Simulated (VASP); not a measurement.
# TaN (P-1) in VASP: further runs

Runs on TaN. Level: PBE. Tasks: single point.

Everything below comes from runs of VASP 6.6.1. Logs are shortened: lines on timing, memory, paths and dates and some standing lists are left out, and cuts for length are marked.

## Step 1: The cell of the first run

The typed cell holds 6 atoms: a = 5.186 Å, b = 5.230 Å, c = 2.908 Å, α = 90.41°, β = 91.14°, γ = 120.85°.

## Step 2: Single point, PBE (equal xy, yz and zx shear strains of -2 %)

Input file INCAR:

```
ALGO = Normal
EDIFF = 1E-6
ENCUT = 520
GGA = PE
ISIF = 2
ISMEAR = -1
LASPH = T
LCHARG = T
LELF = T
LREAL = F
LVHAR = T
LWAVE = F
NBANDS = 33
NELM = 80
PREC = Accurate
SIGMA = 0.03
```

Input file KPOINTS:

```
k-points
0
Gamma
  5 5 8
```

Input file POSCAR:

```
TaN
1.0
    5.1849992558     -0.0518499926     -0.0518499926
   -2.6374030386      4.5162660704     -0.0189784145
   -0.0290800000     -0.0290800000      2.9080000000
Ta N
3 3
Direct
    0.0000000000      0.0000000000      0.0000000000
    0.3333333333      0.6666666667      0.5000000000
    0.6666666667      0.3333333333      0.5000000000
    0.5000000000      0.0000000000      0.0000000000
    0.5000000000      0.5000000000      0.0000000000
    0.0000000000      0.5000000000      0.0000000000
```

Potentials or basis: VASP PAW PBE potentials, release 64 (Ta_pv, N).

Started as:

```bash
$ cat potpaw_PBE.64/Ta_pv/POTCAR potpaw_PBE.64/N/POTCAR > POTCAR
$ mpirun -np 1 vasp_std > vasp.out
```

OUTCAR:

```text
EDIFF = 1E-6
   ENCUT = 520
   GGA = PE
   ISIF = 2
   ISMEAR = -1
   LASPH = T
   LREAL = F
   NELM = 80
   PREC = Accurate

 ion  position               nearest neighbor table
   1  0.000  0.000  0.000-   5 2.57   5 2.57   4 2.59   4 2.59   6 2.62   6 2.62   2 3.27   3 3.27
                             3 3.30   2 3.30   2 3.34   3 3.34   2 3.34   3 3.34   2 3.35   3 3.35
   2  0.333  0.667  0.500-   6 2.05   4 2.07   5 2.09   5 2.10   6 2.11   4 2.11   3 2.97   3 2.99
                             3 3.02   1 3.27   1 3.30   1 3.34   1 3.34   1 3.35   1 3.36
   3  0.667  0.333  0.500-   6 2.05   4 2.07   5 2.09   5 2.10   6 2.11   4 2.11   2 2.97   2 2.99
                             2 3.02   1 3.27   1 3.30   1 3.34   1 3.34   1 3.35   1 3.36
   4  0.500  0.000  0.000-   3 2.07   2 2.07   2 2.11   3 2.11   1 2.59   1 2.59
   5  0.500  0.500  0.000-   3 2.09   2 2.09   2 2.10   3 2.10   1 2.57   1 2.57
   6  0.000  0.500  0.000-   2 2.05   3 2.05   2 2.11   3 2.11   1 2.62   1 2.62

  LATTYP: Found a triclinic cell.
 ALAT       =     5.1406491871
 B/A-ratio  =     1.0087281861
 C/A-ratio  =     0.5657438739
 COS(alpha) =     0.0198960208
 COS(beta)  =     0.0274156886
 COS(gamma) =     0.4869832429

  Lattice vectors:

 A1 = (   2.5475962172,   4.4644160778,  -0.0708284071)
 A2 = (   5.1849992558,  -0.0518499926,  -0.0518499926)
 A3 = (   0.0290800000,   0.0290800000,  -2.9080000000)

Analysis of symmetry for initial positions (statically):
=====================================================================
 Subroutine PRICEL returns:
 Original cell was already a primitive cell.

 Routine SETGRP: Setting up the symmetry group for a
 triclinic supercell.

 Subroutine GETGRP returns: Found  2 space group operations
 (whereof  2 operations were pure point group operations)
 out of a pool of  2 trial point group operations.

The static configuration has the point symmetry S_2 .

Analysis of symmetry for dynamics (positions and initial velocities):
=====================================================================
 Subroutine PRICEL returns:
 Original cell was already a primitive cell.

 Routine SETGRP: Setting up the symmetry group for a
 triclinic supercell.

 Subroutine GETGRP returns: Found  2 space group operations
 (whereof  2 operations were pure point group operations)
 out of a pool of  2 trial point group operations.

The dynamic configuration has the point symmetry S_2 .

 Subroutine INISYM returns: Found  2 space group operations
 (whereof  2 operations are pure point group operations),
 and found     1 'primitive' translations

----------------------------------------------------------------------------------------

                                     Primitive cell

  volume of cell :      67.6848

  direct lattice vectors                    reciprocal lattice vectors
     5.184999256 -0.051849993 -0.051849993     0.194028005  0.113321131  0.003073491
    -2.637403039  4.516266070 -0.018978414     0.002249952  0.222745231  0.002249952
    -0.029080000 -0.029080000  2.908000000     0.003474227  0.003474227  0.343948439

  length of vectors
     5.185517730  5.230001356  2.908290785     0.224717582  0.222767957  0.343983531

  position of ions in fractional coordinates (direct lattice)
     0.000000000  0.000000000  0.000000000
     0.333333333  0.666666667  0.500000000
     0.666666667  0.333333333  0.500000000
     0.500000000  1.000000000  0.000000000
     0.500000000  0.500000000  0.000000000
     1.000000000  0.500000000  0.000000000

  ion indices of the primitive-cell ions
   primitive index   ion index
                 1           1
                 2           2
                 3           3
                 4           4
                 5           5
                 6           6

----------------------------------------------------------------------------------------

 KPOINTS: k-points

Automatic generation of k-mesh.
 Grid dimensions read from file:
 generate k-points for:    5    5    8

 Generating k-lattice:

  Cartesian coordinates                     Fractional coordinates (reciprocal lattice)
     0.038805601  0.022664226  0.000614698     0.200000000 -0.000000000 -0.000000000
     0.000449990  0.044549046  0.000449990    -0.000000000  0.200000000 -0.000000000
     0.000434278  0.000434278  0.042993555     0.000000000  0.000000000  0.125000000

  Length of vectors
     0.044943516  0.044553591  0.042997941

  Shift w.r.t. Gamma in fractional coordinates (k-lattice)
     0.000000000  0.000000000  0.000000000

 Subroutine IBZKPT returns following result:
 ===========================================

 Found    101 irreducible k-points:

 Following reciprocal coordinates:
            Coordinates               Weight
  0.000000  0.000000  0.000000      1.000000
  0.200000 -0.000000 -0.000000      2.000000
  0.400000 -0.000000 -0.000000      2.000000
 -0.000000  0.200000  0.000000      2.000000
  0.200000  0.200000  0.000000      2.000000
  0.400000  0.200000  0.000000      2.000000
[... 16 lines left out ...]
 -0.200000  0.200000  0.125000      2.000000
 -0.000000  0.400000  0.125000      2.000000
 [... further k-points ...]
   k-points           NKPTS =    101   k-points in BZ     NKDIM =    101   number of bands    NBANDS=     33
   number of dos      NEDOS =    301   number of ions     NIONS =      6
   total plane-waves  NPLWV =  38400
   dimension x,y,z NGX =    40 NGY =   40 NGZ =   24
   dimension x,y,z NGXF=    80 NGYF=   80 NGZF=   48
   ions per type =               3   3
   NGX,Y,Z   is equivalent  to a cutoff of  12.82, 12.71, 13.72 a.u.
   NGXF,Y,Z  is equivalent  to a cutoff of  25.65, 25.43, 27.44 a.u.
 SYSTEM =  unknown system
   PREC   = accura    normal or accurate (medium, high low for compatibility)
   ISTART =      0    job   : 0-new  1-cont  2-samecut
   ICHARG =      2    charge: 1-file 2-atom 10-const
   ISPIN  =      1    spin polarized calculation?
   LNONCOLLINEAR =      F non collinear calculations
   LSORBIT =      F    spin-orbit coupling
   LASPH  =      T    aspherical Exc in radial PAW
   ENCUT  =  520.0 eV  38.22 Ry    6.18 a.u.   9.64  9.72  5.41*2*pi/ulx,y,z
   NELM   =     80;   NELMIN=  2; NELMDL= -5     # of ELM steps
   EDIFF  = 0.1E-05   stopping-criterion for ELM
   LREAL  =      F    real-space projection
   EDIFFG = 0.1E-04   stopping-criterion for IOM
   NSW    =      0    number of steps for IOM
   IBRION =     -1    ionic relax: 0-MD 1-quasi-New 2-CG
   NFREE  =      0    steps in history (QN), initial steepest desc. (CG)
   ISIF   =      2    stress and relaxation
   ISYM   =      2    0-nonsym 1-usesym 2-fastsym
   POTIM  = 0.5000    time-step for ionic-motion
   TEBEG  =    0.0;   TEEND  =   0.0 temperature during run
   PSTRESS=    0.0 pullay stress
   NELECT =      48.0000    total number of electrons
   NUPDOWN=      -1.0000    fix difference up-down
   EMIN   =  10.00;   EMAX   =-10.00  energy-range for DOS
   EFERMI =   0.00;   METHOD = LEGACY
   ISMEAR =    -1;   SIGMA  =   0.03  broadening in eV -4-tet -1-fermi 0-gaus
   EFERMI_NEDOS =   21; number of points for ismear=-14 and -15
   IALGO  =     38    algorithm
   IMIX   =      4    mixing-type and parameters
     AMIX     =   0.40;   BMIX     =  1.00
     AMIX_MAG =   1.60;   BMIX_MAG =  1.00
  volume/ion in A,a.u.               =      11.28        76.13
  Fermi-wavevector in a.u.,A,eV,Ry     =   1.459906  2.758822 28.998435  2.131325
  Thomas-Fermi vector in A             =   2.576418
   LORBIT       =      0    0 simple, 1 ext, 2 COOP (PROOUT), +10 PAW based schemes
   GGA     = PE    functional components
   LHFCALC =     F    Hartree Fock is set to
   AEXX    =    0.0000 exact exchange contribution
   IVDW    =     0    specifies the selected vdW correction
   LEPSILON=     F    determine dielectric tensor
   LRPA    =     F    only Hartree local field effects (RPA)
 non-spin polarized calculation
  energy-cutoff  :      520.00
  volume of cell :       67.68
 maximum number of plane-waves:      1839
   NGX = 19   NGY = 19   NGZ = 11

 number of electron      47.9999997 magnetization

 Free energy of the ion-electron system (eV)
  ---------------------------------------------------
  ext. energy  EPLUGINS =         0.00000000
  ---------------------------------------------------
  free energy    TOTEN  =       -64.67474927 eV

  energy without entropy =      -64.67173916  energy(sigma->0) =      -64.67324421

 E-fermi :   8.2388     XC(G=0): -13.0578

 val. band max:        8.2327771677   @ k =  -0.0000   0.2000   0.3750
 cond. band min:       8.2538832533   @ k =   0.2000   0.0000   0.3750
 fundamental gap:      0.0211060856
 Fermi energy:         8.2387565029

 k-point     1 :       0.0000    0.0000    0.0000
  band No.  band energies     occupation
      1     -27.9967      2.00000
      2     -27.9802      2.00000
      3     -27.5991      2.00000
      4     -27.5890      2.00000
      5     -27.3710      2.00000
      6     -27.2627      2.00000
[... 25 lines left out ...]
     32      11.4673      0.00000
     33      11.5117      0.00000

 k-point     2 :       0.2000   -0.0000   -0.0000
  band No.  band energies     occupation
      1     -28.0099      2.00000
      2     -27.9806      2.00000
      3     -27.5663      2.00000
      4     -27.5583      2.00000
      5     -27.3589      2.00000
      6     -27.2901      2.00000
[... 25 lines left out ...]
     32      11.6257      0.00000
     33      11.8451      0.00000
[... 754 lines left out ...]
     32      11.5404      0.00000
     33      12.0362      0.00000

 k-point    24 :      -0.0000    0.4000    0.1250
  band No.  band energies     occupation
      1     -28.0274      2.00000
      2     -27.8716      2.00000
      3     -27.6266      2.00000
      4     -27.4871      2.00000
      5     -27.4744      2.00000
      6     -27.4069      2.00000
[... 25 lines left out ...]
     32      11.7996      0.00000
     33      12.0823      0.00000

 [... further k-points ...]

------------------------ aborting loop because EDIFF is reached ----------------------------------------

  FORCE on cell =-STRESS in cart. coord.  units (eV):
  Direction    XX          YY          ZZ          XY          YZ          ZX
  --------------------------------------------------------------------------------------
  -------------------------------------------------------------------------------------
  Total        4.6707685      4.7939083      5.2335861      1.0864985      1.8218020      1.8228949
  in kB      110.5624543    113.4773157    123.8849936     25.7186684     43.1241449     43.1500165
  external PRESSURE =     115.9749212 kB  Pullay stress =       0.0000000 kB

 VOLUME and BASIS-vectors are now :
 -----------------------------------------------------------------------------
  energy-cutoff  :      520.00
  volume of cell :       67.68
      direct lattice vectors                 reciprocal lattice vectors
     5.184999256 -0.051849993 -0.051849993     0.194028005  0.113321131  0.003073491
    -2.637403039  4.516266070 -0.018978414     0.002249952  0.222745231  0.002249952
    -0.029080000 -0.029080000  2.908000000     0.003474227  0.003474227  0.343948439

 POSITION                                       TOTAL-FORCE (eV/Angst)
 -----------------------------------------------------------------------------------
      0.00000      0.00000      0.00000         0.000000     -0.000000      0.000000
     -0.04448      2.97902      1.42406         0.327188     -0.000396      0.028596
      2.56299      1.45632      1.41311        -0.327188      0.000396     -0.028596
      2.59250     -0.02592     -0.02592         0.000000     -0.000000      0.000000
      1.27380      2.23221     -0.03541        -0.000000     -0.000000      0.000000
     -1.31870      2.25813     -0.00949         0.000000     -0.000000      0.000000
 -----------------------------------------------------------------------------------
    total drift:                               -0.000000      0.000000     -0.000000

  FREE ENERGIE OF THE ION-ELECTRON SYSTEM (eV)
  ---------------------------------------------------
  free  energy   TOTEN  =       -64.6747492709 eV

  energy  without entropy=      -64.6717391568  energy(sigma->0) =      -64.67324421
```

It took 78 s on 1 thread of Intel Xeon 6975P-C (Granite Rapids), shared host; peak memory 0.31 GiB.

What came out:

| Quantity | Value |
| --- | --- |
| Free energy | -64.6747 eV |
| Pressure | 11.6 GPa |
| Largest force | 0.328 eV/Å |
| Band gap on the k mesh | zero (bands 24 and 25 overlap by 1.89 eV) |

Forces on the atoms (eV/Å):
```
Ta   0.000  0.000  0.000
Ta   0.327  0.000  0.029
Ta  -0.327  0.000 -0.029
N    0.000  0.000  0.000
N    0.000  0.000  0.000
N    0.000  0.000  0.000
```

Caveat: the cell differs from its parent crystal (equal xy, yz and zx shear strains of -2 %); the cell stands under pressure; spin-orbit coupling is left out, which moves the levels of the heavy elements.

## Step 3: Single point, PBE (equal xy, yz and zx shear strains of +1 %)

Input file INCAR:

```
SYSTEM = TaN
PREC     = Accurate       ! precision mode
ENCUT    = 520            ! plane-wave cutoff, eV
EDIFF    = 1E-6           ! SCF threshold, eV
ISMEAR   = -1             ! smearing method
SIGMA    = 0.03           ! smearing width, eV
LREAL    = .False.        ! projectors in reciprocal space
LASPH    = .True.         ! aspherical terms in the spheres
NELM     = 60             ! most SCF steps
ALGO     = Normal         ! electronic algorithm
ISIF     = 2              ! what is computed and relaxed
LWAVE    = .False.        ! write WAVECAR
LCHARG   = .True.         ! write CHGCAR
GGA      = PE             ! functional
LELF     = .True.         ! ELF
LVHAR    = .True.       
NBANDS   = 33             ! bands
```

Input file KPOINTS:

```
Automatic mesh
0
Gamma
  5 5 8
  0 0 0
```

POSCAR: that of step 2 with these lines changed.

```diff
@@ -2,5 +2,5 @@
 1.0
-    5.1849992558     -0.0518499926     -0.0518499926
-   -2.6374030386      4.5162660704     -0.0189784145
-   -0.0290800000     -0.0290800000      2.9080000000
+    5.1849992558      0.0259249963      0.0259249963
+   -2.5700479225      4.4773785760      0.0094892072
+    0.0145400000      0.0145400000      2.9080000000
 Ta N
```

Potentials or basis: VASP PAW PBE potentials, release 64 (Ta_pv, N).

Started as:

```bash
$ cat potpaw_PBE.64/Ta_pv/POTCAR potpaw_PBE.64/N/POTCAR > POTCAR
$ mpirun -np 1 vasp_std > vasp.out
```

Wall time 73 s (1 thread of Intel Xeon 6975P-C (Granite Rapids), shared host); peak memory 0.31 GiB.

Results (log left out):

```
Free energy            : -64.7117 eV
Pressure               : 11.3 GPa
Largest force          : 0.136 eV/Å
Band gap on the k mesh : zero (bands 24 and 25 overlap by 2.01 eV)
```

Forces in eV/Å, atoms in the order of the input:
```
Ta   0.000  0.000  0.000
Ta  -0.136  0.000  0.006
Ta   0.136  0.000 -0.006
N    0.000  0.000  0.000
N    0.000  0.000  0.000
N    0.000  0.000  0.000
```

Stress tensor (GPa, compression positive):
```
10.83 -1.23 -2.10
-1.23 10.94 -2.10
-2.10 -2.10 12.12
```

Levels at points of the mesh, in eV from the Fermi level:
| k point | band 22 | band 23 | band 24 | band 25 | band 26 | band 27 |
| --- | --- | --- | --- | --- | --- | --- |
| (0.00, 0.00, 0.00) | -2.52 | -2.08 | -1.33 | -1.18 | 0.80 | 0.81 |
| (0.00, 0.00, 0.50) | -3.10 | -1.95 | 0.83 | 0.92 | 1.44 | 1.77 |

Caveat: the cell differs from its parent crystal (equal xy, yz and zx shear strains of +1 %); the cell stands under pressure; spin-orbit coupling is left out, which moves the levels of the heavy elements.

The gap in the log of VASP goes by the Fermi energy; the results here count the filled bands.